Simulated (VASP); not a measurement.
Wanted: the native input for a VASP 6.6.1 run.

* Task: single point
* Functional: PBEsol
* Potentials or basis: VASP PAW PBE potentials, release 64 (Hf_pv, B)
* Cutoff: 520 eV
* k mesh: 16 × 16 × 12
* Occupations: gaussian, width 0.1 eV
* Spin: no spin polarisation
* Dipole correction: no
* Further INCAR settings: ALGO = Normal; EDIFF = 1e-06; NBANDS = 21

The structure of HfB lies in POSCAR:

```
HfB
1.0
    2.4298569207      2.4298569207      0.0000000000
   -2.4298569207      2.4298569207      0.0000000000
    0.0000000000      0.0000000000      4.7670404845
Hf B
2 2
Direct
    0.5000000000      0.5000000000      0.0000000000
    0.0000000000      0.0000000000      0.5000000000
    0.0000000000      0.0000000000      0.0000000000
    0.5000000000      0.5000000000      0.5000000000
```

This cell differs from its parent crystal: biaxial strain in the a-b plane: +1.5 %, then relaxed in part.

One way to write it, as run:

INCAR

```
PREC = Accurate
ENCUT = 520
EDIFF = 1E-6
ISMEAR = 0
SIGMA = 0.1
LREAL = False
LASPH = True
NELM = 80
ALGO = Normal
ISIF = 2
LWAVE = False
LCHARG = False
GGA = PS
NBANDS = 21
```

KPOINTS

```
regular mesh
0
Gamma
  16 16 12
```

Potentials or basis: VASP PAW PBE potentials, release 64 (Hf_pv, B).

The run is started by

```console
$ cat potpaw_PBE.64/Hf_pv/POTCAR potpaw_PBE.64/B/POTCAR > POTCAR
$ mpirun -np 1 vasp_std > vasp.out
```

It gave:

```
Pressure               : -4.0 GPa
Band gap on the k mesh : zero (bands 13 and 14 overlap by 3.33 eV)
```

Caveat: the cell differs from its parent crystal (biaxial strain in the a-b plane: +1.5 %, then relaxed in part); the cell stands under tension; the PAW data sets were made with another functional, which shifts forces and pressure a little; spin-orbit coupling is left out, which moves the levels of the heavy elements.

Run time: 4.9 min on 1 thread of Intel Xeon 8259CL, with other jobs on the host, peak memory 0.43 GiB.
